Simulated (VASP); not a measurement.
CoSi2:

```xyz
3
Lattice="0.0000 2.7833 2.7833 2.7833 0.0000 2.7833 2.7833 2.7833 0.0000" Properties=species:S:1:pos:R:3 pbc="T T T"
Co    0.0000    0.0000    0.0000
Si    1.3917    1.3917    1.3917
Si    4.1750    4.1750    4.1750
```

Base run:

```yaml
Program: VASP 6.6.1
Functional: PBE
Potentials_or_basis: VASP PAW PBE potentials, release 64 (Co, Si)
Cutoff: 520 eV
k_mesh: 14 × 14 × 14
Occupations: gaussian, width 0.15 eV
Spin: collinear spin, ferromagnetic start
Starting_moments: "[1.375, 0.0, 0.0] μB"
Fixed_moment: 1.375 μB
```

Its results: pressure -8.9 GPa; site moments Co +0.92; Si +0.10 μB.

Problem. The run is repeated on the same cell with these changes: fixed moment from 1.375 μB to 0.825 μB; moments at the start from [1.38, 0.0, 0.0] to [0.82, 0.0, 0.0]. What comes out?

Solution. Pressure -13.1 GPa; site moments Co +0.53; Si +0.06 μB.

Caveats: the total moment is fixed, so each spin has its own Fermi level.
